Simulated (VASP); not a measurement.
Write the native input for VASP 6.6.1 that does the following.

```yaml
Task: single point
Functional: PBE
Potentials_or_basis: VASP PAW PBE potentials, release 64 (Nb_sv)
Cutoff: 500 eV
k_mesh: 10 × 10 × 10
Occupations: fermi-dirac, width 0.05 eV
Spin: no spin polarisation
Dipole_correction: no
Further_INCAR_settings: ALGO = Normal; EDIFF = 1e-06; NBANDS = 12
```

The structure of Nb lies in POSCAR:

```
Nb
1.0
   -1.6639500000      1.6639500000      1.6639500000
    1.6639500000     -1.6639500000      1.6639500000
    1.6639500000      1.6639500000     -1.6639500000
Nb
1
Direct
    0.0000000000      0.0000000000      0.0000000000
```

The input as run:

INCAR

```
PREC     = Accurate       # precision mode
ENCUT    = 500            # plane-wave cutoff, eV
EDIFF    = 1E-6           # SCF threshold, eV
ISMEAR   = -1             # smearing method
SIGMA    = 0.05           # smearing width, eV
LREAL    = F              # projectors in reciprocal space
LASPH    = T              # aspherical terms in the spheres
NELM     = 120            # most SCF steps
ALGO     = Normal         # electronic algorithm
ISIF     = 2              # what is computed and relaxed
LWAVE    = F              # write WAVECAR
LCHARG   = F              # write CHGCAR
GGA      = PE             # functional
NBANDS   = 12             # bands
GGA_COMPAT= F
```

KPOINTS

```
Automatic mesh
0
Gamma
  10 10 10
```

Potentials or basis: VASP PAW PBE potentials, release 64 (Nb_sv).

The run is started by

```sh
$ cat potpaw_PBE.64/Nb_sv/POTCAR > POTCAR
$ mpirun -np 1 vasp_std > vasp.out
```

It gave:

The pressure is -2.6 GPa.

Run time: 4.1 s on 1 thread of Intel(R) Xeon(R) 6975P-C (Granite Rapids), with other jobs on the host, peak memory 0.14 GiB.
